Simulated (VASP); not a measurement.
Crystal: Pd.

```xyz
1
Lattice="-1.5437 1.5437 1.5437 1.5437 -1.5437 1.5437 1.5437 1.5437 -1.5437" Properties=species:S:1:pos:R:3 pbc="T T T"
Pd    0.0000    0.0000    0.0000
```

This isn't the form of Pd at room conditions, which is fcc.

```yaml
Program: VASP 6.6.1
Task: relaxation of cell and atoms
Functional: revPBE
Potentials_or_basis: VASP PAW PBE potentials, release 64 (Pd)
Cutoff: 500 eV
k_mesh: 14 × 14 × 14
Occupations: fermi-dirac, width 0.1 eV
Spin: no spin polarisation
```

At the start: pressure 12.6 GPa; volume 14.71 Å³/atom.

Question: How do energy, volume and symmetry change on relaxing?

Answer: Over 4 steps the energy falls by 39.0 meV/atom and the volume is 15.79 Å³/atom (+7.3 %); space group Im-3m (No. 229, to 0.1 Å) before and after.

Step by step:
| step | energy change (eV) | largest force (eV/Å) | pressure (GPa) | volume (Å³) |
| --- | --- | --- | --- | --- |
| 1 | 0.0000 | 0.0000 | 12.59 | 14.71 |
| 2 | 0.0167 | 0.0000 | -10.53 | 17.32 |
| 3 | -0.0390 | 0.0000 | -0.20 | 15.81 |
| 4 | -0.0390 | 0.0000 | 0.01 | 15.79 |

Final structure:
```
CELL_PARAMETERS angstrom
-1.58029 1.58029 1.58029
1.58029 -1.58029 1.58029
1.58029 1.58029 -1.58029
ATOMIC_POSITIONS crystal
Pd 0.00000 0.00000 0.00000
```

Caveat: the PAW data sets were made with another functional, which shifts forces and pressure a little.
